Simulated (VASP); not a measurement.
HgTe:

```
Hg Te
1.0
    -3.04560    3.04560    1.55941
     3.04560   -3.04560    1.55941
     3.04560    3.04560   -1.55941
Hg Te
1 1
Direct
  0.75000 0.25000 0.50000
  0.00000 0.00000 0.00000
```

* Program: VASP 6.6.1
* Task: relaxation of cell and atoms
* Functional: LDA
* Potentials or basis: VASP PAW LDA potentials, release 64 (Hg, Te)
* Cutoff: 600 eV
* k mesh: 10 × 10 × 10
* Occupations: fermi-dirac, width 0.05 eV
* Spin: no spin polarisation

At the start: pressure -4.7 GPa; volume 28.93 Å³/atom.

Where does the relaxation end?

Over 7 steps the energy falls by 77.0 meV/atom and the volume is 25.95 Å³/atom (-10.3 %); space group I-4m2 (No. 119, to 0.1 Å) before and after.

Step by step:
```
step  energy change (eV)  largest force (eV/Å)  pressure (GPa)  volume (Å³)
   1              0.0000                0.0000           -4.66        57.86
   2             -0.1306                0.0000            1.12        51.08
   3             -0.1307                0.0000            0.91        51.25
   4             -0.1520                0.0000            0.90        51.18
   5             -0.1520                0.0000            0.90        51.18
   6             -0.1535                0.0000           -0.42        52.25
   7             -0.1540                0.0000           -0.01        51.90
```

Final structure:
```xyz
2
Lattice="-2.8621 2.8621 1.5838 2.8621 -2.8621 1.5838 2.8621 2.8621 -1.5838" Properties=species:S:1:pos:R:3 pbc="T T T"
Hg    0.0000    2.8621    0.7919
Te    0.0000    0.0000    0.0000
```
